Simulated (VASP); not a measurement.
# Bi (R-3m) in VASP: notebook

The runs below take Bi through electric field gradients, with PBE.

Program: VASP 6.6.1. These are calculated values, not measurements. Logs are shortened: lines on timing, memory, paths and dates and some standing lists are left out, and cuts for length are marked.

## Step 1: The cell of the first run

Symmetry: R-3m, No. 166, trigonal system. Conventional cell: a = 4.453 Å, b = 4.453 Å, c = 11.620 Å, α = 90.00°, β = 90.00°, γ = 120.00°. Bi (site symmetry 3m) has 6 Bi at 3.01 to 3.46 Å within 4.0 Å.

## Step 2: Electric field gradients, PBE (33.26 Å³/atom)

The input, INCAR:

```
  PREC = Accurate
  ENCUT = 520
  EDIFF = 1E-8
  ISMEAR = -1
  SIGMA = 0.03
  LREAL = False
  LASPH = True
  NELM = 80
  ALGO = Normal
  ISIF = 2
  LWAVE = False
  LCHARG = False
  GGA = PE
  LEFG = True
  NBANDS = 22
```

The input, KPOINTS:

```
Automatic mesh
0
Gamma
  11 11 11
```

The input, POSCAR:

```
Bi
1.0
    2.2265989101      1.2855274801      3.8732834739
   -2.2265989101      1.2855274801      3.8732834739
    0.0000000000     -2.5710549601      3.8732834739
Bi
2
Direct
    0.2338900000      0.2338900000      0.2338900000
    0.7661100000      0.7661100000      0.7661100000
```

Potentials or basis: VASP PAW PBE potentials, release 64 (Bi_d).

On the command line:

```console
> cat potpaw_PBE.64/Bi_d/POTCAR > POTCAR
> mpirun -np 1 vasp_std > vasp.out
```

OUTCAR:

```text
PREC = Accurate
   ENCUT = 520
   EDIFF = 1E-8
   ISMEAR = -1
   LREAL = False
   LASPH = True
   NELM = 80
   ISIF = 2
   GGA = PE

 ion  position               nearest neighbor table
   1  0.234  0.234  0.234-   2 3.01   2 3.01   2 3.01   2 3.46   2 3.46   2 3.46
   2  0.766  0.766  0.766-   1 3.01   1 3.01   1 3.01   1 3.46   1 3.46   1 3.46

  LATTYP: Found a trigonal (rhomboedric) cell.
 ALAT       =     4.6489405758
 COS(alpha) =     0.5412184017

  Lattice vectors:

 A1 = (   2.2265989101,   1.2855274801,   3.8732834739)
 A2 = (  -2.2265989101,   1.2855274801,   3.8732834739)
 A3 = (   0.0000000000,  -2.5710549601,   3.8732834739)

Analysis of symmetry for initial positions (statically):
=====================================================================
 Subroutine PRICEL returns:
 Original cell was already a primitive cell.

 Routine SETGRP: Setting up the symmetry group for a
 trigonal (rhombohedral) supercell.

 Subroutine GETGRP returns: Found 12 space group operations
 (whereof 12 operations were pure point group operations)
 out of a pool of 12 trial point group operations.

The static configuration has the point symmetry D_3d.

Analysis of symmetry for dynamics (positions and initial velocities):
=====================================================================
 Subroutine PRICEL returns:
 Original cell was already a primitive cell.

 Routine SETGRP: Setting up the symmetry group for a
 trigonal (rhombohedral) supercell.

 Subroutine GETGRP returns: Found 12 space group operations
 (whereof 12 operations were pure point group operations)
 out of a pool of 12 trial point group operations.

The dynamic configuration has the point symmetry D_3d.

 Subroutine INISYM returns: Found 12 space group operations
 (whereof 12 operations are pure point group operations),
 and found     1 'primitive' translations

----------------------------------------------------------------------------------------

                                     Primitive cell

  volume of cell :      66.5203

  direct lattice vectors                    reciprocal lattice vectors
     2.226598910  1.285527480  3.873283474     0.224557731  0.129648467  0.086059628
    -2.226598910  1.285527480  3.873283474    -0.224557731  0.129648467  0.086059628
     0.000000000 -2.571054960  3.873283474     0.000000000 -0.259296933  0.086059628

  length of vectors
     4.648940576  4.648940576  4.648940576     0.273205342  0.273205342  0.273205342

  position of ions in fractional coordinates (direct lattice)
     0.233890000  0.233890000  0.233890000
     0.766110000  0.766110000  0.766110000

  ion indices of the primitive-cell ions
   primitive index   ion index
                 1           1
                 2           2

----------------------------------------------------------------------------------------

 KPOINTS: Automatic mesh

Automatic generation of k-mesh.
 Grid dimensions read from file:
 generate k-points for:   11   11   11

 Generating k-lattice:

  Cartesian coordinates                     Fractional coordinates (reciprocal lattice)
     0.020414339  0.011786224  0.007823603     0.090909091 -0.000000000 -0.000000000
    -0.020414339  0.011786224  0.007823603    -0.000000000  0.090909091 -0.000000000
     0.000000000 -0.023572448  0.007823603     0.000000000  0.000000000  0.090909091

  Length of vectors
     0.024836849  0.024836849  0.024836849

  Shift w.r.t. Gamma in fractional coordinates (k-lattice)
     0.000000000  0.000000000  0.000000000

 Subroutine IBZKPT returns following result:
 ===========================================

 Found    146 irreducible k-points:

 Following reciprocal coordinates:
            Coordinates               Weight
  0.000000  0.000000  0.000000      1.000000
  0.090909  0.000000 -0.000000      6.000000
  0.181818  0.000000 -0.000000      6.000000
  0.272727  0.000000  0.000000      6.000000
  0.363636  0.000000  0.000000      6.000000
  0.454545  0.000000  0.000000      6.000000
[... 16 lines left out ...]
 -0.272727  0.181818 -0.000000     12.000000
 -0.181818  0.181818  0.000000      6.000000
 [... further k-points ...]
   k-points           NKPTS =    146   k-points in BZ     NKDIM =    146   number of bands    NBANDS=     22
   number of dos      NEDOS =    301   number of ions     NIONS =      2
   total plane-waves  NPLWV =  46656
   dimension x,y,z NGX =    36 NGY =   36 NGZ =   36
   dimension x,y,z NGXF=    72 NGYF=   72 NGZF=   72
   ions per type =               2
   NGX,Y,Z   is equivalent  to a cutoff of  12.87, 12.87, 12.87 a.u.
   NGXF,Y,Z  is equivalent  to a cutoff of  25.75, 25.75, 25.75 a.u.
 SYSTEM =  unknown system
   PREC   = accura    normal or accurate (medium, high low for compatibility)
   ISTART =      0    job   : 0-new  1-cont  2-samecut
   ICHARG =      2    charge: 1-file 2-atom 10-const
   ISPIN  =      1    spin polarized calculation?
   LNONCOLLINEAR =      F non collinear calculations
   LSORBIT =      F    spin-orbit coupling
   LASPH  =      T    aspherical Exc in radial PAW
   ENCUT  =  520.0 eV  38.22 Ry    6.18 a.u.   8.64  8.64  8.64*2*pi/ulx,y,z
   NELM   =     80;   NELMIN=  2; NELMDL= -5     # of ELM steps
   EDIFF  = 0.1E-07   stopping-criterion for ELM
   LREAL  =      F    real-space projection
   EDIFFG = 0.1E-06   stopping-criterion for IOM
   NSW    =      0    number of steps for IOM
   IBRION =     -1    ionic relax: 0-MD 1-quasi-New 2-CG
   NFREE  =      0    steps in history (QN), initial steepest desc. (CG)
   ISIF   =      2    stress and relaxation
   ISYM   =      2    0-nonsym 1-usesym 2-fastsym
   POTIM  = 0.5000    time-step for ionic-motion
   TEBEG  =    0.0;   TEEND  =   0.0 temperature during run
   PSTRESS=    0.0 pullay stress
   NELECT =      30.0000    total number of electrons
   NUPDOWN=      -1.0000    fix difference up-down
   EMIN   =  10.00;   EMAX   =-10.00  energy-range for DOS
   EFERMI =   0.00;   METHOD = LEGACY
   ISMEAR =    -1;   SIGMA  =   0.03  broadening in eV -4-tet -1-fermi 0-gaus
   EFERMI_NEDOS =   21; number of points for ismear=-14 and -15
   IALGO  =     38    algorithm
   IMIX   =      4    mixing-type and parameters
     AMIX     =   0.40;   BMIX     =  1.00
     AMIX_MAG =   1.60;   BMIX_MAG =  1.00
  volume/ion in A,a.u.               =      33.26       224.45
  Fermi-wavevector in a.u.,A,eV,Ry     =   1.255444  2.372445 21.444676  1.576139
  Thomas-Fermi vector in A             =   2.389200
   LORBIT       =      0    0 simple, 1 ext, 2 COOP (PROOUT), +10 PAW based schemes
   GGA     = PE    functional components
   LHFCALC =     F    Hartree Fock is set to
   AEXX    =    0.0000 exact exchange contribution
   IVDW    =     0    specifies the selected vdW correction
   LEPSILON=     F    determine dielectric tensor
   LRPA    =     F    only Hartree local field effects (RPA)
 non-spin polarized calculation
  energy-cutoff  :      520.00
  volume of cell :       66.52
 maximum number of plane-waves:      1815
   NGX = 17   NGY = 17   NGZ = 17

 number of electron      30.0000001 magnetization

 Free energy of the ion-electron system (eV)
  ---------------------------------------------------
  ext. energy  EPLUGINS =         0.00000000
  ---------------------------------------------------
  free energy    TOTEN  =        -7.66766601 eV

  energy without entropy =       -7.66712707  energy(sigma->0) =       -7.66739654

 E-fermi :   7.0172     XC(G=0):  -9.7916

 val. band max:        7.0123336866   @ k =   0.3636   0.1818   0.1818
 cond. band min:       7.2022909374   @ k =   0.4545   0.0909   0.0909
 fundamental gap:      0.1899572508
 Fermi energy:         7.0172232194

 k-point     1 :       0.0000    0.0000    0.0000
  band No.  band energies     occupation
      1     -16.0343      2.00000
      2     -16.0343      2.00000
      3     -15.8557      2.00000
      4     -15.8557      2.00000
      5     -15.8354      2.00000
      6     -15.6314      2.00000
[... 14 lines left out ...]
     21      12.8175      0.00000
     22      13.2801      0.00000

 k-point     2 :       0.0909    0.0000   -0.0000
  band No.  band energies     occupation
      1     -16.0272      2.00000
      2     -16.0253      2.00000
      3     -15.8524      2.00000
      4     -15.8500      2.00000
      5     -15.8306      2.00000
      6     -15.6360      2.00000
[... 14 lines left out ...]
     21      12.8891      0.00000
     22      14.0268      0.00000

 k-point     3 :       0.1818    0.0000   -0.0000
  band No.  band energies     occupation
      1     -16.0070      2.00000
      2     -15.9989      2.00000
      3     -15.8438      2.00000
      4     -15.8337      2.00000
      5     -15.8158      2.00000
      6     -15.6511      2.00000
[... 14 lines left out ...]
     21      13.2527      0.00000
     22      15.4832      0.00000

 k-point     4 :       0.2727    0.0000    0.0000
  band No.  band energies     occupation
      1     -15.9772      2.00000
      2     -15.9574      2.00000
      3     -15.8324      2.00000
      4     -15.8088      2.00000
      5     -15.7916      2.00000
      6     -15.6778      2.00000
[... 14 lines left out ...]
     21      13.9658      0.00000
     22      17.1548      0.00000

 k-point     5 :       0.3636    0.0000    0.0000
  band No.  band energies     occupation
      1     -15.9447      2.00000
      2     -15.9047      2.00000
      3     -15.8213      2.00000
      4     -15.7789      2.00000
      5     -15.7630      2.00000
      6     -15.7128      2.00000
[... 417 lines left out ...]
 k-point    22 :      -0.3636    0.1818    0.0000
  band No.  band energies     occupation
      1     -15.9574      2.00000
      2     -15.8160      2.00000
      3     -15.8050      2.00000
      4     -15.7969      2.00000
      5     -15.7573      2.00000
      6     -15.7248      2.00000
[... 14 lines left out ...]
     21      14.9457      0.00000
     22      17.3892      0.00000

 k-point    23 :      -0.2727    0.1818   -0.0000
  band No.  band energies     occupation
      1     -15.9781      2.00000
      2     -15.8607      2.00000
      3     -15.8174      2.00000
      4     -15.7963      2.00000
      5     -15.7494      2.00000
      6     -15.7284      2.00000
[... 14 lines left out ...]
     21      16.0437      0.00000
     22      16.7243      0.00000

 k-point    24 :      -0.1818    0.1818    0.0000
  band No.  band energies     occupation
      1     -15.9971      2.00000
      2     -15.9148      2.00000
      3     -15.8292      2.00000
      4     -15.8162      2.00000
      5     -15.7633      2.00000
      6     -15.7074      2.00000
[... 14 lines left out ...]
     21      15.2081      0.00000
     22      15.6278      0.00000

 [... further k-points ...]

------------------------ aborting loop because EDIFF is reached ----------------------------------------

  FORCE on cell =-STRESS in cart. coord.  units (eV):
  Direction    XX          YY          ZZ          XY          YZ          ZX
  --------------------------------------------------------------------------------------
  -------------------------------------------------------------------------------------
  Total        2.2782004      2.2782004      2.0897079     -0.0000000      0.0000000      0.0000000
  in kB       54.8717248     54.8717248     50.3317776     -0.0000000      0.0000000      0.0000000
  external PRESSURE =      53.3584091 kB  Pullay stress =       0.0000000 kB

 VOLUME and BASIS-vectors are now :
 -----------------------------------------------------------------------------
  energy-cutoff  :      520.00
  volume of cell :       66.52
      direct lattice vectors                 reciprocal lattice vectors
     2.226598910  1.285527480  3.873283474     0.224557731  0.129648467  0.086059628
    -2.226598910  1.285527480  3.873283474    -0.224557731  0.129648467  0.086059628
     0.000000000 -2.571054960  3.873283474     0.000000000 -0.259296933  0.086059628

 POSITION                                       TOTAL-FORCE (eV/Angst)
 -----------------------------------------------------------------------------------
      0.00000      0.00000      2.71777         0.000000      0.000000      0.511524
      0.00000      0.00000      8.90208         0.000000     -0.000000     -0.511524
 -----------------------------------------------------------------------------------
    total drift:                                0.000000     -0.000000      0.000000

  FREE ENERGIE OF THE ION-ELECTRON SYSTEM (eV)
  ---------------------------------------------------
  free  energy   TOTEN  =        -7.6676660117 eV

  energy  without entropy=       -7.6671270667  energy(sigma->0) =       -7.66739654

 Electric field gradients (V/A^2)
---------------------------------------------------------------------
 ion       V_xx      V_yy      V_zz      V_xy      V_xz      V_yz
---------------------------------------------------------------------
   1      17.067    17.067   -34.134     0.000     0.000    -0.000
   2      17.067    17.067   -34.134     0.000    -0.000    -0.000
---------------------------------------------------------------------

 Electric field gradients after diagonalization (V/A^2)
 (convention: |V_zz| > |V_xx| > |V_yy|)
----------------------------------------------------------------------
 ion       V_xx      V_yy      V_zz     asymmetry (V_yy - V_xx)/ V_zz
----------------------------------------------------------------------
   1      17.067    17.067   -34.134       0.000
   2      17.067    17.067   -34.134       0.000
----------------------------------------------------------------------

           NMR quadrupolar parameters

 Cq : quadrupolar parameter    Cq=e*Q*V_zz/h
 eta: asymmetry parameters     (V_yy - V_xx)/ V_zz
 Q  : nuclear electric quadrupole moment in mb (millibarn)
----------------------------------------------------------------------
 ion       Cq(MHz)       eta       Q (mb)
----------------------------------------------------------------------
   1      -0.083       0.000       1.000
   2      -0.083       0.000       1.000
----------------------------------------------------------------------
```

Run time: 2.1 min. Hardware: 1 thread of Intel Xeon Platinum 8488C (Sapphire Rapids), shared host; peak memory 0.31 GiB.

What came out:

| Property | Result |
| --- | --- |
| Free energy | -7.6677 eV |
| Pressure | 5.3 GPa |
| Largest force | 0.512 eV/Å |
| Band gap on the k mesh | zero (bands 15 and 16 overlap by 0.07 eV) |
| Largest electric field gradient by atom | Bi -34.1 V/Å² |

Forces in eV/Å, atoms in the order of the input:
```
Bi   0.000  0.000  0.512
Bi   0.000  0.000 -0.512
```

Electric field gradients, principal values (V/Å²):
| atom | least | middle | greatest (by size) |
| --- | --- | --- | --- |
| 1 Bi | 17.067 | 17.067 | -34.134 |
| 2 Bi | 17.067 | 17.067 | -34.134 |

Caveat: the cell stands under pressure; without QUAD_EFG the Cq values of the log hold for a quadrupole moment of 1 mb, not for the nuclei; spin-orbit coupling is left out, which moves the levels of the heavy elements.

## Step 3: Electric field gradients, PBE (33.97 Å³/atom)

This run uses another cell than the first one, of 33.97 Å³/atom.

The input, INCAR:

```
SYSTEM = Bi
PREC = Accurate ; ENCUT = 520
EDIFF = 1E-8 ; ISMEAR = -1
SIGMA = 0.03 ; LREAL = .FALSE.
LASPH = .TRUE. ; NELM = 100
ALGO = Normal ; ISIF = 2
LWAVE = .FALSE. ; LCHARG = .FALSE.
GGA = PE ; LEFG = .TRUE.
NBANDS = 22
```

The input, KPOINTS:

```
Automatic mesh
0
G
  11 11 11
  0 0 0
```

The input, POSCAR:

```
Bi
1.0
    2.2422797007      1.2945807888      3.9005610168
   -2.2422797007      1.2945807888      3.9005610168
    0.0000000000     -2.5891615775      3.9005610168
Bi
2
Direct
    0.2338900000      0.2338900000      0.2338900000
    0.7661100000      0.7661100000      0.7661100000
```

Potentials or basis: VASP PAW PBE potentials, release 64 (Bi_d).

On the command line:

```console
> cat potpaw_PBE.64/Bi_d/POTCAR > POTCAR
> mpirun -np 1 vasp_std > vasp.out
```

OUTCAR:

```text
SYSTEM = Bi
   PREC = Accurate
   ENCUT = 520
   EDIFF = 1E-8
   ISMEAR = -1
   LREAL = .FALSE.
   LASPH = .TRUE.
   NELM = 100
   ISIF = 2
   GGA = PE

 ion  position               nearest neighbor table
   1  0.234  0.234  0.234-   2 3.03   2 3.03   2 3.03   2 3.48   2 3.48   2 3.48
   2  0.766  0.766  0.766-   1 3.03   1 3.03   1 3.03   1 3.48   1 3.48   1 3.48

  LATTYP: Found a trigonal (rhomboedric) cell.
 ALAT       =     4.6816806727
 COS(alpha) =     0.5412184017

  Lattice vectors:

 A1 = (   2.2422797007,   1.2945807888,   3.9005610168)
 A2 = (  -2.2422797007,   1.2945807888,   3.9005610168)
 A3 = (   0.0000000000,  -2.5891615775,   3.9005610168)

Analysis of symmetry for initial positions (statically):
=====================================================================
 Subroutine PRICEL returns:
 Original cell was already a primitive cell.

 Routine SETGRP: Setting up the symmetry group for a
[... 788 lines left out ...]
  energy-cutoff  :      520.00
  volume of cell :       67.94
      direct lattice vectors                 reciprocal lattice vectors
     2.242279701  1.294580789  3.900561017     0.222987346  0.128741804  0.085457792
    -2.242279701  1.294580789  3.900561017    -0.222987346  0.128741804  0.085457792
     0.000000000 -2.589161578  3.900561017     0.000000000 -0.257483609  0.085457792

 POSITION                                       TOTAL-FORCE (eV/Angst)
 -----------------------------------------------------------------------------------
      0.00000      0.00000      2.73691         0.000000      0.000000      0.399843
      0.00000      0.00000      8.96478         0.000000     -0.000000     -0.399843
 -----------------------------------------------------------------------------------
    total drift:                                0.000000     -0.000000      0.000000

  FREE ENERGIE OF THE ION-ELECTRON SYSTEM (eV)
  ---------------------------------------------------
  free  energy   TOTEN  =        -7.7094428088 eV

  energy  without entropy=       -7.7088784151  energy(sigma->0) =       -7.70916061

 Electric field gradients (V/A^2)
---------------------------------------------------------------------
 ion       V_xx      V_yy      V_zz      V_xy      V_xz      V_yz
---------------------------------------------------------------------
   1      17.110    17.110   -34.221     0.000     0.000    -0.000
   2      17.110    17.110   -34.221     0.000     0.000    -0.000
---------------------------------------------------------------------

 Electric field gradients after diagonalization (V/A^2)
 (convention: |V_zz| > |V_xx| > |V_yy|)
----------------------------------------------------------------------
 ion       V_xx      V_yy      V_zz     asymmetry (V_yy - V_xx)/ V_zz
----------------------------------------------------------------------
   1      17.110    17.110   -34.221       0.000
   2      17.110    17.110   -34.221       0.000
----------------------------------------------------------------------

           NMR quadrupolar parameters

 Cq : quadrupolar parameter    Cq=e*Q*V_zz/h
 eta: asymmetry parameters     (V_yy - V_xx)/ V_zz
 Q  : nuclear electric quadrupole moment in mb (millibarn)
----------------------------------------------------------------------
 ion       Cq(MHz)       eta       Q (mb)
----------------------------------------------------------------------
   1      -0.083       0.000       1.000
   2      -0.083       0.000       1.000
----------------------------------------------------------------------
```

stdout:

```text
POSCAR found type information on POSCAR Bi
 POSCAR found :  1 types and       2 ions
 scaLAPACK will be used
 LDA part: xc-table for (Slater+PW92), standard interpolation
 POSCAR, INCAR and KPOINTS ok, starting setup
 FFT: planning ... GRIDC
 FFT: planning ... GRID_SOFT
 FFT: planning ... GRID
 WAVECAR not read
 entering main loop
ion   1

ion   2
```

It took 2.1 min on 1 thread of Intel Xeon Platinum 8488C (Sapphire Rapids), shared host; peak memory 0.32 GiB.

Results:

- Free energy: -7.7094 eV
- Pressure: 4.0 GPa
- Largest force: 0.400 eV/Å
- Band gap on the k mesh: zero (bands 15 and 16 overlap by 0.06 eV)
- Largest electric field gradient by atom: Bi -34.2 V/Å²

Forces on the atoms (eV/Å):
```
Bi   0.000  0.000  0.400
Bi   0.000  0.000 -0.400
```

Electric field gradients, principal values (V/Å²):
| atom | least | middle | greatest (by size) |
| --- | --- | --- | --- |
| 1 Bi | 17.110 | 17.110 | -34.221 |
| 2 Bi | 17.110 | 17.110 | -34.221 |

Caveat: the cell stands under pressure; without QUAD_EFG the Cq values of the log hold for a quadrupole moment of 1 mb, not for the nuclei; spin-orbit coupling is left out, which moves the levels of the heavy elements.

(Part 1 of 3 ends here.)

The gap in the log of VASP goes by the Fermi energy; the results here count the filled bands.